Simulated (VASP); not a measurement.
Runs of VASP 6.6.1 on NaZnCl3. The cell holds an amorphous packing of atoms, 15 atoms: a = 7.375 Å, b = 7.310 Å, c = 7.576 Å, α = 87.55°, β = 89.61°, γ = 89.22°. 

```csv
smearing,gap on the mesh (eV),pressure (GPa),largest force (eV/Å)
fermi-dirac 0.0991 eV,2.56,1.4,3.49
fermi-dirac 0.0552 eV,(a),1.8,(b)
fermi-dirac 0.05 eV,2.94,0.7,1.35
fermi-dirac 0.1379 eV,0.78,2.7,2.63
```

Alike in all rows: task single point; level PBE; potentials or basis VASP PAW PBE potentials, release 64 (Na_pv, Cl, Zn); no spin polarisation; cell as given; k mesh 1 × 1 × 1; cutoff (eV) 520.

Fill in the values left out.

(a) 3.13; (b) 1.87.

Caveats: all runs use coarse meshes.

A k mesh can miss the band edges.
